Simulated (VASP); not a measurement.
CaF2: single point with PBEsol

CaF2:

```
Ca F
1.0
     0.00000    2.69210    2.69210
     2.69210    0.00000    2.69210
     2.69210    2.69210    0.00000
Ca F
1 2
Direct
  0.00000 0.00000 0.00000
  0.25000 0.25000 0.25000
  0.75000 0.75000 0.75000
```

```json
{
  "Program": "VASP 6.6.1",
  "Task": "single point",
  "Functional": "PBEsol",
  "Potentials or basis": "VASP PAW PBE potentials, release 64 (Ca_sv, F)",
  "Cutoff": "600 eV",
  "k mesh": "8 × 8 × 8",
  "Occupations": "gaussian, width 0.01 eV",
  "Spin": "no spin polarisation",
  "Dipole correction": "no",
  "Further INCAR settings": "ALGO = Normal; EDIFF = 1e-06; NBANDS = 19"
}
```

| Item | Value |
| --- | --- |
| Pressure | 2.2 GPa |
| Band gap on the k mesh | 7.34 eV (least direct gap 7.61 eV) |

Levels at points of the mesh, in eV from the valence-band top:
| k point | band 9 | band 10 | band 11 | band 12 | band 13 | band 14 | band 15 | band 16 |
| --- | --- | --- | --- | --- | --- | --- | --- | --- |
| (0.00, 0.00, 0.00) | -2.29 | -0.27 | -0.27 | -0.27 | 7.34 | 9.28 | 9.28 | 11.57 |
| (0.50, 0.00, 0.00) | -1.37 | -1.31 | -0.87 | -0.87 | 9.53 | 9.53 | 9.98 | 10.75 |
| (0.50, 0.50, 0.00) | -1.73 | -0.40 | -0.40 | 0.00 | 8.13 | 9.72 | 10.30 | 11.15 |

Wall time 40 s on 1 thread of Intel Xeon 8259CL, with other jobs on the host, peak memory 0.18 GiB.

Caveat: the PAW data sets were made with another functional, which shifts forces and pressure a little. A k mesh can miss the band edges.
